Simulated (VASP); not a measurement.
Write the native input for VASP 6.6.1 that does the following.

```yaml
Task: relaxation of cell and atoms
Functional: PBE
Potentials_or_basis: VASP PAW PBE potentials, release 64 (Ru_pv, S)
Cutoff: 600 eV
k_mesh: 12 × 12 × 4
Occupations: gaussian, width 0.1 eV
Spin: no spin polarisation
Dipole_correction: no
Further_INCAR_settings: ALGO = Normal; EDIFF = 1e-06; IBRION = 2; EDIFFG = -0.01; NSW = 100; ISIF = 3
```

The structure of Ru2S3 lies in POSCAR:

```
Ru2S3
1.0
    3.5866075799      0.0000000000      0.0000000000
   -1.7933037899      3.1060932776      0.0000000000
    0.0000000000      0.0000000000      7.6999984622
Ru S
2 3
Direct
    0.0000000000      0.0000000000      0.3189603958
    0.0000000000      0.0000000000      0.6810396042
    0.6666666667      0.3333333333      0.1840330452
    0.6666666667      0.3333333333      0.8159669548
    0.3333333333      0.6666666667      0.5000000000
```

The cell was generated, and may not be a known phase.

These files were run (other wordings do the same):

INCAR

```
ALGO = Normal
EDIFF = 1E-6
EDIFFG = -0.01
ENCUT = 600
GGA = PE
IBRION = 2
ISIF = 3
ISMEAR = 0
LASPH = True
LCHARG = False
LREAL = False
LWAVE = False
NELM = 60
NSW = 100
PREC = Accurate
SIGMA = 0.1
```

KPOINTS

```
k-points
0
Gamma
  12 12 4
```

Potentials or basis: VASP PAW PBE potentials, release 64 (Ru_pv, S).

Launch:

```sh
$ cat potpaw_PBE.64/Ru_pv/POTCAR potpaw_PBE.64/S/POTCAR > POTCAR
$ mpirun -np 1 vasp_std > vasp.out
```

It gave:

The relaxed volume is 16.36 Å³/atom. The relaxed cell is a = 3.562 Å, b = 3.562 Å, c = 7.446 Å, α = 90.00°, β = 90.00°, γ = 120.00°. The space group after relaxing (to 0.1 Å) is P-6m2 (No. 187). The energy gained by relaxing is 13.5 meV/atom. The ionic steps are 27. The pressure after relaxing is 0.0 GPa. The band gap on the k mesh is zero (bands 23 and 24 overlap by 0.46 eV).

Wall time 35 min on 1 thread of Intel(R) Xeon(R) Platinum 8259CL CPU @ 2.50GHz (Skylake/Cascade Lake), with other jobs on the host, peak memory 0.33 GiB.
